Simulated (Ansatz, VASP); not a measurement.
SnO2 in VASP and in Ansatz

Contents of INCAR:

```
PREC     = Accurate       # precision mode
ENCUT    = 520            # plane-wave cutoff, eV
EDIFF    = 1E-7           # SCF threshold, eV
ISMEAR   = 0              # smearing method
SIGMA    = 0.05           # smearing width, eV
LREAL    = False          # projectors in reciprocal space
LASPH    = True           # aspherical terms in the spheres
NELM     = 80             # most SCF steps
ALGO     = Normal         # electronic algorithm
ISIF     = 2              # what is computed and relaxed
LWAVE    = False          # write WAVECAR
LCHARG   = False          # write CHGCAR
GGA      = CA             # functional
NBANDS   = 35             # bands
```

Contents of KPOINTS:

```
regular mesh
0
Gamma
  10 10 10
```

Contents of POSCAR:

```
SnO2
1.0
   -1.8197965795      1.8197965795      6.0630944485
    1.8197965795     -1.8197965795      6.0630944485
    1.8197965795      1.8197965795     -6.0630944485
Sn O
2 4
Direct
    0.7500000000      0.2500000000      0.5000000000
    0.0000000000      0.0000000000      0.0000000000
    0.7969975836      0.7969975836      0.0000000000
    0.9530024164      0.4530024164      0.5000000000
    0.2030024164      0.2030024164      0.0000000000
    0.5469975836      0.0469975836      0.5000000000
```

Input for Ansatz:

```yaml
crystal:
  lattice:
    - [-1.8197965795, 1.8197965795, 6.0630944485]
    - [1.8197965795, -1.8197965795, 6.0630944485]
    - [1.8197965795, 1.8197965795, -6.0630944485]
  atoms:
    - { symbol: Sn, position: [0.75, 0.25, 0.5] }
    - { symbol: Sn, position: [0.0, 0.0, 0.0] }
    - { symbol: O, position: [0.7969975836, 0.7969975836, 0.0] }
    - { symbol: O, position: [0.9530024164, 0.4530024164, 0.5] }
    - { symbol: O, position: [0.2030024164, 0.2030024164, 0.0] }
    - { symbol: O, position: [0.5469975836, 0.0469975836, 0.5] }
basis:
  ecutwfc: 420
kpoints:
  mp_grid: { grid: [10, 10, 10] }
hamiltonian:
  xc: lda
scf:
  occupations: { method: gaussian, width: 0.05 }
output:
  forces: true
  stress: true
  eigenvalues: true
  write_density: true
  write_potential: true
  elf: true
  volumetric_format: npy
```

Alike in both runs: task single point; functional LDA; k mesh 10 × 10 × 10; occupations gaussian, width 0.05 eV; no spin polarisation.

|  | VASP | Ansatz |
| --- | --- | --- |
| version | VASP 6.6.1 | Ansatz 0.2.0 |
| potentials or method | VASP PAW LDA potentials, release 64 (Sn_d, O), cutoff 520 eV | scalar-relativistic, plane waves, PAW |
| valence electrons in the cell | 52 | 52 |

|  | VASP | Ansatz | Ansatz less VASP |
| --- | --- | --- | --- |
| gap on the k mesh at the Fermi level (eV) | 1.68 | 1.65 | -0.030 |
| least direct gap on the mesh (eV) | 2.01 | 1.98 | -0.032 |
| pressure (GPa) | 12.3 | 11.5 | -0.82 |
| traceless stress, the component that is largest in VASP (GPa) | -22.05 | -21.35 | +0.696 |
| rms of the force components (eV/Å) | 0.913 | 0.895 | -0.0180 |

LDA's correlation is that of Perdew and Zunger in VASP and of Perdew and Wang (1992) in Ansatz. Atom by atom the forces differ by 0.018 eV/Å (rms over components).
